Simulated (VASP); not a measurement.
# Li (P6_3/mmc) in VASP: notebook

Li is run at these levels: PBEsol; tasks: single point.

Everything below comes from runs of VASP 6.6.1. Logs are shortened: lines on timing, memory, paths and dates and some standing lists are left out, and cuts for length are marked.

## 1. The cell of the first run

It takes space group P6_3/mmc (No. 194, hexagonal). The conventional cell has a = 3.121 Å, b = 3.121 Å, c = 5.110 Å, α = 90.00°, β = 90.00°, γ = 120.00°. Li (site symmetry -6m2) has 12 Li at 3.12 to 3.13 Å within 4.1 Å.

This isn't the form of Li at room conditions, which is bcc.

## 2. Single point, PBEsol (21.56 Å³/atom)

INCAR

```
SYSTEM = Li
PREC     = Accurate       ! precision mode
ENCUT    = 520            ! plane-wave cutoff, eV
EDIFF    = 1E-7           ! SCF threshold, eV
ISMEAR   = -1             ! smearing method
SIGMA    = 0.08           ! smearing width, eV
LREAL    = .FALSE.        ! projectors in reciprocal space
LASPH    = .TRUE.         ! aspherical terms in the spheres
NELM     = 100            ! most SCF steps
ALGO     = Normal         ! electronic algorithm
ISIF     = 2              ! what is computed and relaxed
LWAVE    = .FALSE.        ! write WAVECAR
LCHARG   = .FALSE.        ! write CHGCAR
GGA      = PS             ! functional
NBANDS   = 10             ! bands
```

KPOINTS

```
Automatic mesh
0
G
  15 15 8
  0 0 0
```

POSCAR

```
Li
1.0
    3.1213377828      0.0000000000      0.0000000000
   -1.5606688914      2.7031578137      0.0000000000
    0.0000000000      0.0000000000      5.1099203901
Li
2
Direct
    0.3333333333      0.6666666667      0.2500000000
    0.6666666667      0.3333333333      0.7500000000
```

Potentials or basis: VASP PAW PBE potentials, release 64 (Li_sv).

Run with:

```
cat potpaw_PBE.64/Li_sv/POTCAR > POTCAR
mpirun -np 1 vasp_std > vasp.out
```

OUTCAR:

```text
SYSTEM = Li
   PREC = Accurate
   ENCUT = 520
   EDIFF = 1E-7
   ISMEAR = -1
   LREAL = .FALSE.
   LASPH = .TRUE.
   NELM = 100
   ISIF = 2
   GGA = PS

 ion  position               nearest neighbor table
   1  0.333  0.667  0.250-
   2  0.667  0.333  0.750-

  LATTYP: Found a hexagonal cell.
 ALAT       =     3.1213377828
 C/A-ratio  =     1.6370930497

  Lattice vectors:

 A1 = (   3.1213377828,   0.0000000000,   0.0000000000)
 A2 = (  -1.5606688914,   2.7031578137,   0.0000000000)
 A3 = (   0.0000000000,   0.0000000000,   5.1099203901)

Analysis of symmetry for initial positions (statically):
=====================================================================
 Subroutine PRICEL returns:
 Original cell was already a primitive cell.

 Routine SETGRP: Setting up the symmetry group for a
 hexagonal supercell.

 Subroutine GETGRP returns: Found 24 space group operations
 (whereof 12 operations were pure point group operations)
 out of a pool of 24 trial point group operations.

The static configuration has the point symmetry D_3d.
 The point group associated with its full space group is D_6h.

Analysis of symmetry for dynamics (positions and initial velocities):
=====================================================================
 Subroutine PRICEL returns:
 Original cell was already a primitive cell.

 Routine SETGRP: Setting up the symmetry group for a
 hexagonal supercell.

 Subroutine GETGRP returns: Found 24 space group operations
 (whereof 12 operations were pure point group operations)
 out of a pool of 24 trial point group operations.

The dynamic configuration has the point symmetry D_3d.
 The point group associated with its full space group is D_6h.

 Subroutine INISYM returns: Found 24 space group operations
 (whereof 12 operations are pure point group operations),
 and found     1 'primitive' translations

----------------------------------------------------------------------------------------

                                     Primitive cell

  volume of cell :      43.1148

  direct lattice vectors                    reciprocal lattice vectors
     3.121337783  0.000000000  0.000000000     0.320375451  0.184968853  0.000000000
    -1.560668891  2.703157814  0.000000000     0.000000000  0.369937706  0.000000000
     0.000000000  0.000000000  5.109920390     0.000000000  0.000000000  0.195697765

  length of vectors
     3.121337783  3.121337783  5.109920390     0.369937706  0.369937706  0.195697765
[... 87 lines left out ...]
   ISIF   =      2    stress and relaxation
   ISYM   =      2    0-nonsym 1-usesym 2-fastsym
   POTIM  = 0.5000    time-step for ionic-motion
   TEBEG  =    0.0;   TEEND  =   0.0 temperature during run
   PSTRESS=    0.0 pullay stress
   NELECT =       6.0000    total number of electrons
   NUPDOWN=      -1.0000    fix difference up-down
   EMIN   =  10.00;   EMAX   =-10.00  energy-range for DOS
   EFERMI =   0.00;   METHOD = LEGACY
   ISMEAR =    -1;   SIGMA  =   0.08  broadening in eV -4-tet -1-fermi 0-gaus
   EFERMI_NEDOS =   21; number of points for ismear=-14 and -15
   IALGO  =     38    algorithm
   IMIX   =      4    mixing-type and parameters
     AMIX     =   0.40;   BMIX     =  1.00
     AMIX_MAG =   1.60;   BMIX_MAG =  1.00
  volume/ion in A,a.u.               =      21.56       145.48
  Fermi-wavevector in a.u.,A,eV,Ry     =   0.848366  1.603179  9.792446  0.719725
  Thomas-Fermi vector in A             =   1.964018
   LORBIT       =      0    0 simple, 1 ext, 2 COOP (PROOUT), +10 PAW based schemes
   GGA     = PS    functional components
   LHFCALC =     F    Hartree Fock is set to
   AEXX    =    0.0000 exact exchange contribution
   IVDW    =     0    specifies the selected vdW correction
   LEPSILON=     F    determine dielectric tensor
   LRPA    =     F    only Hartree local field effects (RPA)
 non-spin polarized calculation
  energy-cutoff  :      520.00
  volume of cell :       43.11
 maximum number of plane-waves:      1184
 NGX is ok and might be reduce to    24
   NGX = 11   NGY = 11   NGZ = 19

 number of electron       5.9999992 magnetization

 Free energy of the ion-electron system (eV)
  ---------------------------------------------------
  ext. energy  EPLUGINS =         0.00000000
  ---------------------------------------------------
  free energy    TOTEN  =        -3.93811086 eV

  energy without entropy =       -3.91649265  energy(sigma->0) =       -3.92730175

 E-fermi :   0.4619     XC(G=0):  -6.8691

 val. band max:        0.4562256715   @ k =   0.0000   0.0000   0.0000
 cond. band min:       0.4621354069   @ k =   0.4667   0.0667   0.0000
 fundamental gap:      0.0059097354
 Fermi energy:         0.4619000923

 k-point     1 :       0.0000    0.0000    0.0000
  band No.  band energies     occupation
      1     -45.5582      2.00000
      2     -45.5437      2.00000
      3      -3.0135      2.00000
      4       0.4562      1.03545
      5       3.1794      0.00000
      6      12.4396      0.00000
      7      12.4397      0.00000
      8      13.7811      0.00000
      9      13.7812      0.00000
     10      14.3031      0.00000
[... 287 lines left out ...]
 k-point    24 :       0.4000    0.2000    0.0000
  band No.  band energies     occupation
      1     -45.5418      2.00000
      2     -45.5389      2.00000
      3       0.9679      0.00357
      4       1.8881      0.00000
      5       4.6156      0.00000
      6       5.5660      0.00000
      7       6.4516      0.00000
      8       6.5877      0.00000
      9      10.0237      0.00000
     10      10.4742      0.00000

 [... further k-points ...]

------------------------ aborting loop because EDIFF is reached ----------------------------------------

  FORCE on cell =-STRESS in cart. coord.  units (eV):
  Direction    XX          YY          ZZ          XY          YZ          ZX
  --------------------------------------------------------------------------------------
  -------------------------------------------------------------------------------------
  Total       -0.2314072     -0.2314072     -0.2351944      0.0000000     -0.0000000      0.0000000
  in kB       -8.5992623     -8.5992623     -8.7399975      0.0000000     -0.0000000      0.0000000
  external PRESSURE =      -8.6461740 kB  Pullay stress =       0.0000000 kB

 VOLUME and BASIS-vectors are now :
 -----------------------------------------------------------------------------
  energy-cutoff  :      520.00
  volume of cell :       43.11
      direct lattice vectors                 reciprocal lattice vectors
     3.121337783  0.000000000  0.000000000     0.320375451  0.184968853  0.000000000
    -1.560668891  2.703157814  0.000000000     0.000000000  0.369937706  0.000000000
     0.000000000  0.000000000  5.109920390     0.000000000  0.000000000  0.195697765

 POSITION                                       TOTAL-FORCE (eV/Angst)
 -----------------------------------------------------------------------------------
     -0.00000      1.80211      1.27748         0.000000      0.000000      0.000000
      1.56067      0.90105      3.83244        -0.000000     -0.000000     -0.000000
 -----------------------------------------------------------------------------------
    total drift:                               -0.000000      0.000000      0.000000

  FREE ENERGIE OF THE ION-ELECTRON SYSTEM (eV)
  ---------------------------------------------------
  free  energy   TOTEN  =        -3.9381108551 eV

  energy  without entropy=       -3.9164926518  energy(sigma->0) =       -3.92730175
```

stdout:

```text
POSCAR found type information on POSCAR Li
 POSCAR found :  1 types and       2 ions
 scaLAPACK will be used
 -----------------------------------------------------------------------------
|                                                                             |
|                                                                             |
|     You enforced a specific xc type in the INCAR file but a different       |
|     I HOPE YOU KNOW WHAT YOU ARE DOING!                                     |
|                                                                             |
 -----------------------------------------------------------------------------

 LDA part: xc-table for (Slater+PW92), standard interpolation
 POSCAR, INCAR and KPOINTS ok, starting setup
 FFT: planning ... GRIDC
 FFT: planning ... GRID_SOFT
 FFT: planning ... GRID
 WAVECAR not read
 entering main loop
```

It took 18 s on 1 thread of Intel Xeon Platinum 8559C (Emerald Rapids), shared host; peak memory 0.17 GiB.

What came out:

| Quantity | Value |
| --- | --- |
| Free energy | -3.9381 eV |
| Band gap on the k mesh | zero (bands 3 and 4 overlap by 4.49 eV) |

Caveat: the cutoff is under 1.25 times the usual one of these potentials, so pressure, stress and relaxed cells hold a basis-set (Pulay) error; the PAW data sets were made with another functional, which shifts forces and pressure a little.

## 3. Single point, PBEsol (21.77 Å³/atom)

This run uses another cell than the first one, of 21.77 Å³/atom.

INCAR

```
SYSTEM = Li
PREC = Accurate
ENCUT = 520
EDIFF = 1E-6
ISMEAR = -1
SIGMA = 0.08
LREAL = .FALSE.
LASPH = .TRUE.
NELM = 100
ALGO = Normal
ISIF = 2
LWAVE = .FALSE.
LCHARG = .FALSE.
GGA = PS
NBANDS = 10
```

KPOINTS is that of step 2.

POSCAR

```
Li
1.0
    3.1316054153      0.0000000000      0.0000000000
   -1.5658027076      2.7120498443      0.0000000000
    0.0000000000      0.0000000000      5.1267294598
Li
2
Direct
    0.3333333333      0.6666666667      0.2500000000
    0.6666666667      0.3333333333      0.7500000000
```

Potentials or basis: VASP PAW PBE potentials, release 64 (Li_sv).

Run with:

```
cat potpaw_PBE.64/Li_sv/POTCAR > POTCAR
mpirun -np 1 vasp_std > vasp.out
```

It took 18 s on 1 thread of Intel Xeon Platinum 8559C (Emerald Rapids), shared host; peak memory 0.17 GiB.

Results (log left out):

```
Free energy            : -3.9360 eV
Band gap on the k mesh : zero (bands 3 and 4 overlap by 4.47 eV)
```

Levels at points of the mesh, in eV from the Fermi level:
```
           k point  band 1  band 2  band 3  band 4  band 5  band 6
(0.00, 0.00, 0.00)  -46.04  -46.02   -3.46    0.00    2.69   11.90
(0.00, 0.00, 0.50)  -46.03  -46.03   -2.38   -2.38    7.55    7.55
```

Caveat: the cutoff is under 1.25 times the usual one of these potentials, so pressure, stress and relaxed cells hold a basis-set (Pulay) error; the PAW data sets were made with another functional, which shifts forces and pressure a little.
